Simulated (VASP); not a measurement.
The system is AgI.

```xyz
4
Lattice="4.5900 0.0000 0.0000 -2.2950 3.9751 0.0000 0.0000 0.0000 7.5200" Properties=species:S:1:pos:R:3 pbc="T T T"
Ag    2.2950    1.3250    4.7376
Ag    0.0000    2.6500    0.9776
I     2.2950    1.3250    0.0000
I     0.0000    2.6500    3.7600
```

```yaml
Program: VASP 6.6.1
Task: relaxation of cell and atoms
Functional: PBE
Potentials_or_basis: VASP PAW PBE potentials, release 64 (Ag, I)
Cutoff: 500 eV
k_mesh: 6 × 6 × 4
Occupations: gaussian, width 0.02 eV
Spin: no spin polarisation
```

At the start: pressure 1.8 GPa; volume 34.30 Å³/atom.

Task: Where does the relaxation end?

Result: Over 12 steps the energy falls by 11.3 meV/atom and the volume is 36.38 Å³/atom (+6.1 %); space group P6_3mc (No. 186, to 0.1 Å) before and after.

The path:
```
step  energy change (eV)  largest force (eV/Å)  pressure (GPa)  volume (Å³)
   1              0.0000                0.0808            1.76       137.21
   2             -0.0443                0.0243            0.12       144.83
   3             -0.0445                0.0206           -0.03       145.59
   4             -0.0445                0.0214            0.01       145.42
   5             -0.0446                0.0185            0.01       145.41
   6             -0.0448                0.0099            0.01       145.36
   7             -0.0449                0.0067            0.03       145.27
   8             -0.0450                0.0062            0.03       145.33
   9             -0.0451                0.0051            0.00       145.48
  10             -0.0451                0.0029           -0.06       145.80
  11             -0.0451                0.0042           -0.02       145.60
  12             -0.0452                0.0025            0.00       145.52
```

Final structure:
```
CELL_PARAMETERS angstrom
4.68363 0.00000 0.00000
-2.34182 4.05615 0.00000
0.00000 0.00000 7.65973
ATOMIC_POSITIONS crystal
Ag 0.66667 0.33333 0.62748
Ag 0.33333 0.66667 0.12748
I 0.66667 0.33333 0.00252
I 0.33333 0.66667 0.50252
```
